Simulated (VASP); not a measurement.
Input of a VASP 6.6.1 run:

Contents of POSCAR:

```
Nb20H
1.0
    1.6522847899     -4.9568543698      4.9568543698
   -4.9568543698      1.6522847899      4.9568543698
   -4.9568543698     -4.9568543698     -1.6522847899
Nb H
20 1
Direct
    0.3019481285      0.3019481285      0.8005265243
    0.1107800853      0.1107800853      0.5916368086
    0.8987706351      0.3980860648      0.9014358839
    0.7007874835      0.1983707663      0.7013890747
    0.5027750089      0.0008588108      0.4992798487
    0.3980860648      0.8987706351      0.9014358839
    0.1983707663      0.7007874835      0.7013890747
    0.0008588108      0.5027750089      0.4992798487
    0.7879719694      0.7879719694      0.8020527745
    0.5964139209      0.5964139209      0.5987835184
    0.4024627316      0.4024627316      0.4004402292
    0.2043441010      0.2043441010      0.2000804595
    0.0012980813      0.0012980813      0.0088597317
    0.8018414308      0.3003124238      0.3008997922
    0.6002270347      0.0984439856      0.1011674870
    0.3003124238      0.8018414308      0.3008997922
    0.0984439856      0.6002270347      0.1011674870
    0.8998691745      0.8998691745      0.4011602019
    0.6976074022      0.6976074022      0.2007442071
    0.4975631653      0.4975631653     -0.0003744512
   -0.0397953188      0.9602046570      0.7655544962
```

INCAR.step1

```
SYSTEM = Nb20H
ALGO = Normal
EDIFF = 1E-4
ENCUT = 520
GGA = PE
ISMEAR = 0
LASPH = .True.
LCHARG = .False.
LREAL = Auto
LWAVE = .True.
NBANDS = 146
NELM = 60
PREC = Accurate
SIGMA = 0.1
```

INCAR.step2

```
SYSTEM = Nb20H
ALGO = Normal
EDIFF = 1E-7
ENCUT = 520
ISIF = 2
ISMEAR = 0
ISTART = 1
LASPH = .True.
LCHARG = .False.
LMIXTAU = .True.
LREAL = Auto
LWAVE = .False.
METAGGA = R2SCAN
NBANDS = 146
NELM = 60
PREC = Accurate
SIGMA = 0.1
```

KPOINTS

```
k-points
0
Gamma
  3 3 3
  0 0 0
```

Potentials or basis: VASP PAW PBE potentials, release 64 (Nb_sv, H).

Command:

```bash
$ cat potpaw_PBE.64/Nb_sv/POTCAR potpaw_PBE.64/H/POTCAR > POTCAR
$ cp INCAR.step1 INCAR
$ mpirun -np 1 vasp_std > vasp.out
$ cp INCAR.step2 INCAR
$ mpirun -np 1 vasp_std > vasp.out
```

**Question.** What does it give for the band gap on the k mesh?

**Answer.** Zero (an odd number of electrons rules out a gap without spin polarisation).

**Question.** Estimate the pressure.

**Answer.** 0.7 GPa.

**Question.** Predict the largest force.

**Answer.** 0.033 eV/Å.

Stress tensor (GPa, compression positive):
```
0.26 0.62 0.00
0.62 0.26 0.00
0.00 0.00 1.65
```

Caveat: the PAW data sets were made with another functional, which shifts forces and pressure a little.
